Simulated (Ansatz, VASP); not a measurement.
# One calculation of BN, two programs

File INCAR:

```
PREC = Accurate
ENCUT = 520
EDIFF = 1E-7
ISMEAR = -1
SIGMA = 0.02
LREAL = False
LASPH = True
NELM = 100
ALGO = Normal
ISIF = 2
LWAVE = False
LCHARG = False
GGA = PE
IBRION = 2
NSW = 80
EDIFFG = -0.02
```

The input KPOINTS:

```
regular mesh
0
Gamma
  13 13 5
```

POSCAR

```
BN
1.0
    2.5400000000      0.0000000000      0.0000000000
   -1.2700000000      2.1997045256      0.0000000000
    0.0000000000      0.0000000000      6.5320200000
B N
2 2
Direct
    0.3333333333      0.6666666667      0.2500000000
    0.6666666667      0.3333333333      0.7500000000
    0.3333333333      0.6666666667      0.7500000000
    0.6666666667      0.3333333333      0.2500000000
```

Input for Ansatz:

```yaml
crystal:
  lattice:
    - [2.54, 0.0, 0.0]
    - [-1.27, 2.1997045256, 0.0]
    - [0.0, 0.0, 6.53202]
  atoms:
    - { symbol: B, position: [0.3333333333, 0.6666666667, 0.25] }
    - { symbol: B, position: [0.6666666667, 0.3333333333, 0.75] }
    - { symbol: "N", position: [0.3333333333, 0.6666666667, 0.75] }
    - { symbol: "N", position: [0.6666666667, 0.3333333333, 0.25] }
kpoints:
  mp_grid: { grid: [13, 13, 5] }
scf:
  occupations: { method: fermi_dirac, width: 0.02 }
hamiltonian:
  xc: pbe
  pseudopotentials: { kind: paw }
output:
  forces: true
  stress: true
  populations: true
  efg:
    quadrupole_moments_barn: { B: 0.04059, "N": 0.02044 }
    contact_densities: true
relax:
  f_tol: 0.02
  max_steps: 60
```

Change from the starting cell: z stretched by -1 %, ions relaxed.

Alike in both runs: task relaxation of the atoms; functional PBE; k mesh 13 × 13 × 5; occupations fermi-dirac, width 0.02 eV; no spin polarisation.

|  | VASP | Ansatz |
| --- | --- | --- |
| version | VASP 6.6.1 | Ansatz 0.2.0 |
| potentials or method | VASP PAW PBE potentials, release 64 (B, N) | plane-wave PAW, scalar-relativistic |
| plane-wave cutoff (eV) | 520 | 420 |
| valence electrons in the cell | 16 | 16 |

```tsv
	VASP	Ansatz	Ansatz less VASP
gap on the k mesh at the Fermi level, each at its own relaxed structure (eV)	4.19	4.20	+0.006
```

Ansatz's warnings: stress scf threshold loose.

Noted on VASP's run: the relaxation stopped at its first step, so nothing moved.
